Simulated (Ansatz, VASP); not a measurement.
## One calculation of Zr, two programs

Contents of INCAR:

```
SYSTEM = Zr
PREC = Accurate
ENCUT = 500
EDIFF = 1E-6
ISMEAR = 0
SIGMA = 0.1
LREAL = .FALSE.
LASPH = .TRUE.
NELM = 120
ALGO = Normal
ISIF = 2
LWAVE = .FALSE.
LCHARG = .TRUE.
GGA = RP
LELF = .TRUE.
LVHAR = .TRUE.
NBANDS = 19
GGA_COMPAT = .FALSE.
```

The input KPOINTS:

```
regular mesh
0
G
  6 6 4
  0 0 0
```

File POSCAR:

```
Zr
1.0
    3.2392314131      0.0000000000      0.0000000000
   -1.6196157065      2.8052566925      0.0000000000
    0.0000000000      0.0000000000      5.1722200000
Zr
2
Direct
    0.3333333333      0.6666666667      0.2500000000
    0.6666666667      0.3333333333      0.7500000000
```

Input for Ansatz:

```yaml
crystal:
  lattice:
    - [3.2392314131, 0.0, 0.0]
    - [-1.6196157065, 2.8052566925, 0.0]
    - [0.0, 0.0, 5.17222]
  atoms:
    - { symbol: Zr, position: [0.3333333333, 0.6666666667, 0.25] }
    - { symbol: Zr, position: [0.6666666667, 0.3333333333, 0.75] }
basis:
  ecutwfc: 420
kpoints:
  mp_grid: { grid: [6, 6, 4] }
hamiltonian:
  xc: rpbe
scf:
  occupations: { method: gaussian, width: 0.1 }
  mixing: { algorithm: msr1, preconditioner: kerker }
  initial_density: { chi_scale: 0, normalization: atom }
  max_iter: 95
output:
  forces: true
  stress: true
  eigenvalues: true
```

Alike in both runs: task single point; functional RPBE; k mesh 6 × 6 × 4; occupations gaussian, width 0.1 eV; no spin polarisation.

```csv
,VASP,Ansatz
version,VASP 6.6.1,Ansatz 0.2.0
potentials or method,"VASP PAW PBE potentials, release 64 (Zr_sv), cutoff 500 eV","scalar-relativistic, plane waves, PAW"
valence electrons in the cell,24,24
```

```csv
,VASP,Ansatz,Ansatz less VASP
gap on the k mesh at the Fermi level (eV),none,none,-
pressure (GPa),1.6,1.6,0.00
"traceless stress, the component that is largest in VASP (GPa)",0.45,0.45,+0.001
```

VASP's potentials were made for PBE, not for RPBE. A gap of «none» marks a metal or a gap that the smearing closes.

The k mesh is coarse, so the values compare programs but aren't converged.
